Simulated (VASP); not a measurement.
SnO (Romarchite), 4 atoms in the cell. It takes space group P4/nmm (No. 129, tetragonal). Conventional cell: a = 3.837 Å, b = 3.837 Å, c = 4.841 Å, α = 90.00°, β = 90.00°, γ = 90.00°. Sn (site symmetry 4mm) has 4 O at 2.23 Å within 3.0 Å. Within 3.0 Å of O (site symmetry -4m2) lie 4 Sn at 2.23 Å and 4 O at 2.71 Å. 

```yaml
Program: VASP 6.6.1
Task: single point
Functional: PBE
Potentials_or_basis: VASP PAW PBE potentials, release 64 (Sn_d, O)
Cutoff: 520 eV
k_mesh: 5 × 5 × 4
Occupations: fermi-dirac, width 0.05 eV
Spin: no spin polarisation
Dipole_correction: no
Further_INCAR_settings: ALGO = Normal; EDIFF = 1e-07; NBANDS = 28
```

Potentials or basis: VASP PAW PBE potentials, release 64 (Sn_d, O).

Run with:

```sh
$ cat potpaw_PBE.64/Sn_d/POTCAR potpaw_PBE.64/O/POTCAR > POTCAR
$ mpirun -np 1 vasp_std > vasp.out
```

Hardware: 1 thread of AMD EPYC 7R13 Processor (Zen 3), with other jobs on the host.

Q: Estimate the wall time of this run.

A: It took 35 s on 1 thread of AMD EPYC 7R13 Processor (Zen 3), on a shared host, peak memory 0.16 GiB. Counts: scf iterations 15, k points 18.
